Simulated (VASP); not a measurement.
Crystal: Li2BrCl.

```
Cl Br Li
1.0
     1.87607    1.08315    6.11642
    -1.87607    1.08315    6.11642
     0.00000   -2.16629    6.11642
Cl Br Li
1 1 2
Direct
  0.00000 0.00000 0.00000
  0.50000 0.50000 0.50000
  0.25436 0.25436 0.25436
  0.74564 0.74564 0.74564
```

Base run:

- Program: VASP 6.6.1
- Functional: PBE
- Potentials or basis: VASP PAW PBE potentials, release 64 (Cl, Br, Li_sv)
- Cutoff: 520 eV
- k mesh: 6 × 6 × 6
- Occupations: gaussian, width 0.01 eV
- Spin: no spin polarisation

Its results: band gap on the k mesh 5.10 eV; largest force 0.005 eV/Å.

The run is repeated on the same cell with these changes: functional from PBE to r2SCAN; further incar settings from ALGO = Normal; EDIFF = 1e-07; NBANDS = 18 to ALGO = Normal; EDIFF = 1e-06; NBANDS = 18. What comes out?

Band gap on the k mesh 5.96 eV; largest force 0.028 eV/Å.

Caveats: the PAW data sets were made with another functional, which shifts forces and pressure a little (at least some runs).

A k mesh can miss the band edges.
